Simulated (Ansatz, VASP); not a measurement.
WS2: VASP beside Ansatz

The input INCAR:

```
PREC = Accurate
ENCUT = 520
EDIFF = 1E-7
ISMEAR = -1
SIGMA = 0.05
LREAL = False
LASPH = True
NELM = 150
ALGO = Normal
ISIF = 2
LWAVE = False
LCHARG = False
MAGMOM = 0 0 0 0 0 0 0 0 0
LORBIT = 11
LSORBIT = True
GGA_COMPAT = False
LORBMOM = True
LMAXMIX = 4
GGA = PS
NBANDS = 39
```

The input KPOINTS:

```
regular mesh
0
Gamma
  8 8 8
```

File POSCAR:

```
WS2
1.0
    1.5790000000      0.9116360751      6.1633333333
   -1.5790000000      0.9116360751      6.1633333333
    0.0000000000     -1.8232721501      6.1633333333
W S
1 2
Direct
    0.0000000000      0.0000000000      0.0000000000
    0.5810000000      0.5810000000      0.5810000000
    0.7503000000      0.7503000000      0.7503000000
```

input.yaml

```yaml
crystal:
  lattice:
    - [1.579, 0.9116360751, 6.1633333333]
    - [-1.579, 0.9116360751, 6.1633333333]
    - [0.0, -1.8232721501, 6.1633333333]
  atoms:
    - { symbol: W, position: [0.0, 0.0, 0.0] }
    - { symbol: S, position: [0.581, 0.581, 0.581] }
    - { symbol: S, position: [0.7503, 0.7503, 0.7503] }
kpoints:
  mp_grid: { grid: [8, 8, 8] }
  band_path:
    path:
      - [0.0, 0.0, 0.0]
      - [0.5, 0.0, 0.0]
      - [0.5, 0.1812521368, -0.1812521368]
    npoints: 8
scf:
  occupations: { method: fermi_dirac, width: 0.05 }
hamiltonian:
  xc: pbesol
  pseudopotentials: { kind: all_electron, lapw: { basis_error: 0.002 } }
magnetization:
  noncollinear: true
  spin_orbit: true
output:
  forces: true
  stress: true
  eigenvalues: true
```

Alike in both runs: functional PBEsol; k mesh 8 × 8 × 8; occupations fermi-dirac, width 0.05 eV; non-collinear spin, spin-orbit coupling.

|  | VASP | Ansatz |
| --- | --- | --- |
| version | VASP 6.6.1 | Ansatz 0.2.0 |
| potentials or method | VASP PAW PBE potentials, release 64 (W_sv, S), cutoff 520 eV | all-electron LAPW, relativistic spinors |
| task | single point | band structure |

VASP gave:

```
pressure (GPa)                                                : -0.3
traceless stress, the component that is largest in VASP (GPa) : 0.68
rms of the force components (eV/Å)                            : 0.244
net moment per atom (μB)                                      : 0.00
```

Q: What did Ansatz give for the same quantities?

A: Pressure (GPa): -0.6; traceless stress, the component that is largest in VASP (GPa): 0.70; rms of the force components (eV/Å): 0.246; net moment per atom (μB): 0.00.

VASP's potentials were made for PBE, not for PBEsol. Atom by atom the forces differ by 0.022 eV/Å (rms over components). Ansatz ran all-electron here, and VASP with PAW potentials.
